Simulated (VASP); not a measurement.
Wanted: the native input for a VASP 6.6.1 run.

```
Task                   : electric field gradients
Functional             : PBEsol
Potentials or basis    : VASP PAW PBE potentials, release 64 (Ag, Br)
Cutoff                 : 400 eV
k mesh                 : 7 × 7 × 7
Occupations            : fermi-dirac, width 0.02 eV
Spin                   : no spin polarisation
Dipole correction      : no
Further INCAR settings : ALGO = Normal; EDIFF = 1e-08; NBANDS = 16
```

The structure of AgBr lies in POSCAR:

```
AgBr
1.0
    0.0000000000      2.8763975868      2.8763975868
    2.8763975868      0.0000000000      2.8763975868
    2.8763975868      2.8763975868      0.0000000000
Ag Br
1 1
Direct
    0.5000000000      0.5000000000      0.5000000000
    0.0000000000      0.0000000000      0.0000000000
```

This cell differs from its parent crystal: volume scaled by 0.99.

These files were run (other wordings do the same):

INCAR

```
PREC = Accurate
ENCUT = 400
EDIFF = 1E-8
ISMEAR = -1
SIGMA = 0.02
LREAL = False
LASPH = True
NELM = 120
ALGO = Normal
ISIF = 2
LWAVE = False
LCHARG = False
GGA = PS
LEFG = True
NBANDS = 16
GGA_COMPAT = False
```

KPOINTS

```
regular mesh
0
Gamma
  7 7 7
```

Potentials or basis: VASP PAW PBE potentials, release 64 (Ag, Br).

The run is started by

```console
$ cat potpaw_PBE.64/Ag/POTCAR potpaw_PBE.64/Br/POTCAR > POTCAR
$ mpirun -np 1 vasp_std > vasp.out
```

Results of the run:

The pressure is -2.1 GPa and the band gap on the k mesh is 0.58 eV, indirect (least direct gap 2.43 eV).

Caveat: without QUAD_EFG the Cq values of the log hold for a quadrupole moment of 1 mb, not for the nuclei; the PAW data sets were made with another functional, which shifts forces and pressure a little.

Wall time 28 s on 1 thread of Intel Xeon 8259CL (shared host), peak memory 0.15 GiB.
